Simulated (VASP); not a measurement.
# Na in VASP: notebook, part 2 of 3

VASP 6.6.1. Earlier steps stand in the parts before.

**4. Single point, PBE (strained)**

File INCAR:

```
SYSTEM = Na
PREC = Accurate
ENCUT = 520
EDIFF = 1E-7
ISMEAR = 0
SIGMA = 0.1
LREAL = .FALSE.
LASPH = .TRUE.
NELM = 100
ALGO = Normal
ISIF = 2
LWAVE = .FALSE.
LCHARG = .FALSE.
GGA = PE
NBANDS = 10
```

File KPOINTS:

```
regular mesh
0
G
  6 6 6
  0 0 0
```

File POSCAR:

```
Na
1.0
    7.2319361453      0.0000000000      0.0000000000
    0.0000000000      7.2319361453      0.0000000000
    0.0000000000      0.0000000000      7.2319361453
Na
1
Direct
    0.0000000000      0.0000000000      0.0000000000
```

Potentials or basis: VASP PAW PBE potentials, release 64 (Na_pv).

On the command line:

```sh
> cat potpaw_PBE.64/Na_pv/POTCAR > POTCAR
> mpirun -np 1 vasp_std > vasp.out
```

OUTCAR:

```text
SYSTEM = Na
   PREC = Accurate
   ENCUT = 520
   EDIFF = 1E-7
   ISMEAR = 0
   LREAL = .FALSE.
   LASPH = .TRUE.
   NELM = 100
   ISIF = 2
   GGA = PE

 ion  position               nearest neighbor table
   1  0.000  0.000  0.000-

  LATTYP: Found a simple cubic cell.
 ALAT       =     7.2319361453

  Lattice vectors:

 A1 = (   7.2319361453,   0.0000000000,   0.0000000000)
 A2 = (   0.0000000000,   7.2319361453,   0.0000000000)
 A3 = (   0.0000000000,   0.0000000000,   7.2319361453)

Analysis of symmetry for initial positions (statically):
=====================================================================
 Subroutine PRICEL returns:
 Original cell was already a primitive cell.

 Routine SETGRP: Setting up the symmetry group for a
 simple cubic supercell.

 Subroutine GETGRP returns: Found 48 space group operations
 (whereof 48 operations were pure point group operations)
 out of a pool of 48 trial point group operations.

The static configuration has the point symmetry O_h .

Analysis of symmetry for dynamics (positions and initial velocities):
=====================================================================
 Subroutine PRICEL returns:
 Original cell was already a primitive cell.

 Routine SETGRP: Setting up the symmetry group for a
 simple cubic supercell.

 Subroutine GETGRP returns: Found 48 space group operations
 (whereof 48 operations were pure point group operations)
 out of a pool of 48 trial point group operations.

The dynamic configuration has the point symmetry O_h .

 Subroutine INISYM returns: Found 48 space group operations
 (whereof 48 operations are pure point group operations),
 and found     1 'primitive' translations

----------------------------------------------------------------------------------------

                                     Primitive cell

[... 106 lines left out ...]
  Thomas-Fermi vector in A             =   1.403181
   LORBIT       =      0    0 simple, 1 ext, 2 COOP (PROOUT), +10 PAW based schemes
   GGA     = PE    functional components
   LHFCALC =     F    Hartree Fock is set to
   AEXX    =    0.0000 exact exchange contribution
   IVDW    =     0    specifies the selected vdW correction
   LEPSILON=     F    determine dielectric tensor
   LRPA    =     F    only Hartree local field effects (RPA)
 non-spin polarized calculation
 Gauss-broadening in eV      SIGMA  =   0.10
  energy-cutoff  :      520.00
  volume of cell :      378.24
 maximum number of plane-waves:     10237
 NGX is ok and might be reduce to    54
   NGX = 27   NGY = 27   NGZ = 27

 number of electron       6.9999975 magnetization

 Free energy of the ion-electron system (eV)
  ---------------------------------------------------
  ext. energy  EPLUGINS =         0.00000000
  ---------------------------------------------------
  free energy    TOTEN  =        -0.14916152 eV

  energy without entropy =       -0.12451087  energy(sigma->0) =       -0.13683619

 E-fermi :  -2.3671     XC(G=0):  -2.2097

 val. band max:       -2.3676078854   @ k =   0.3333   0.3333   0.0000
 cond. band min:      -2.3612732200   @ k =   0.5000   0.1667   0.1667
 fundamental gap:      0.0063346653
 Fermi energy:        -2.3670658423

 k-point     1 :       0.0000    0.0000    0.0000
  band No.  band energies     occupation
      1     -28.4164      2.00000
      2     -28.4164      2.00000
      3     -28.4164      2.00000
      4      -2.6916      2.00000
      5       0.3030      0.00000
      6       0.3030      0.00000
      7       0.3030      0.00000
      8       0.6107      0.00000
      9       1.1176      0.00000
     10       1.1176      0.00000
[... 235 lines left out ...]
 k-point    20 :       0.5000    0.5000    0.5000
  band No.  band energies     occupation
      1     -28.4164      2.00000
      2     -28.4164      2.00000
      3     -28.4164      2.00000
      4      -2.0246      0.00000
      5      -0.4112      0.00000
      6      -0.4112      0.00000
      7      -0.4112      0.00000
      8       0.8067      0.00000
      9       0.8067      0.00000
     10       0.8067      0.00000

------------------------ aborting loop because EDIFF is reached ----------------------------------------

  FORCE on cell =-STRESS in cart. coord.  units (eV):
  Direction    XX          YY          ZZ          XY          YZ          ZX
  --------------------------------------------------------------------------------------
  -------------------------------------------------------------------------------------
  Total       -0.2252897     -0.2252897     -0.2252897      0.0000000     -0.0000000      0.0000000
  in kB       -0.9543071     -0.9543071     -0.9543071      0.0000000     -0.0000000      0.0000000
  external PRESSURE =      -0.9543071 kB  Pullay stress =       0.0000000 kB

 VOLUME and BASIS-vectors are now :
 -----------------------------------------------------------------------------
  energy-cutoff  :      520.00
  volume of cell :      378.24
      direct lattice vectors                 reciprocal lattice vectors
     7.231936145  0.000000000  0.000000000     0.138275557  0.000000000  0.000000000
     0.000000000  7.231936145  0.000000000     0.000000000  0.138275557  0.000000000
     0.000000000  0.000000000  7.231936145     0.000000000  0.000000000  0.138275557

 POSITION                                       TOTAL-FORCE (eV/Angst)
 -----------------------------------------------------------------------------------
      0.00000      0.00000      0.00000         0.000000      0.000000      0.000000
 -----------------------------------------------------------------------------------
    total drift:                                0.000000      0.000000     -0.000000

  FREE ENERGIE OF THE ION-ELECTRON SYSTEM (eV)
  ---------------------------------------------------
  free  energy   TOTEN  =        -0.1491615200 eV

  energy  without entropy=       -0.1245108651  energy(sigma->0) =       -0.13683619
```

OSZICAR:

```text
N       E                     dE             d eps       ncg     rms          rms(c)
DAV:   1     0.948773263953E+01    0.94877E+01   -0.28235E+03   560   0.359E+02
DAV:   2     0.126126162227E+00   -0.93616E+01   -0.93529E+01   408   0.935E+01
DAV:   3    -0.142709396411E+00   -0.26884E+00   -0.26877E+00   458   0.170E+01
DAV:   4    -0.148040286915E+00   -0.53309E-02   -0.53308E-02   464   0.232E+00
DAV:   5    -0.148192748459E+00   -0.15246E-03   -0.15246E-03   458   0.384E-01    0.765E-02
DAV:   6    -0.148507251207E+00   -0.31450E-03   -0.31082E-04   436   0.146E-01    0.588E-02
DAV:   7    -0.148905100953E+00   -0.39785E-03   -0.26097E-03   414   0.217E-01    0.152E-02
DAV:   8    -0.149096644273E+00   -0.19154E-03   -0.12586E-04   414   0.115E-01    0.103E-02
DAV:   9    -0.149152979022E+00   -0.56335E-04   -0.17156E-04   408   0.306E-02    0.368E-03
DAV:  10    -0.149156333417E+00   -0.33544E-05   -0.40772E-06   432   0.860E-03    0.246E-03
DAV:  11    -0.149160828143E+00   -0.44947E-05   -0.10671E-05   408   0.131E-02    0.478E-04
DAV:  12    -0.149161429333E+00   -0.60119E-06   -0.70760E-07   428   0.305E-03    0.155E-04
DAV:  13    -0.149161520015E+00   -0.90682E-07   -0.70548E-08   426   0.854E-04
   1 F= -.14916152E+00 E0= -.13683619E+00  d E =-.246507E-01
```

stdout:

```text
POSCAR found type information on POSCAR Na
 POSCAR found :  1 types and       1 ions
 scaLAPACK will be used
 LDA part: xc-table for (Slater+PW92), standard interpolation
 POSCAR, INCAR and KPOINTS ok, starting setup
 FFT: planning ... GRIDC
 FFT: planning ... GRID_SOFT
 FFT: planning ... GRID
 WAVECAR not read
 entering main loop
```

Run time: 26 s. Hardware: 1 thread of Intel Xeon 6975P-C (Granite Rapids), shared host; peak memory 0.4 GiB.

Results:

| Property | Result |
| --- | --- |
| Free energy | -0.1492 eV |
| Pressure | -0.1 GPa |
| Band gap on the k mesh | zero (an odd number of electrons rules out a gap without spin polarisation) |

Levels at points of the mesh, in eV from the Fermi level:
```
           k point  band 1  band 2  band 3  band 4  band 5  band 6  band 7  band 8
(0.00, 0.00, 0.00)  -26.05  -26.05  -26.05   -0.32    2.67    2.67    2.67    2.98
(0.50, 0.00, 0.00)  -26.05  -26.05  -26.05   -0.09    1.35    2.89    2.89    3.57
(0.50, 0.50, 0.00)  -26.05  -26.05  -26.05    0.14    1.67    1.67    2.73    3.09
(0.50, 0.50, 0.50)  -26.05  -26.05  -26.05    0.34    1.96    1.96    1.96    3.17
```

Caveat: the cell differs from its parent crystal (strained).

(Part 2 of 3 ends here.)
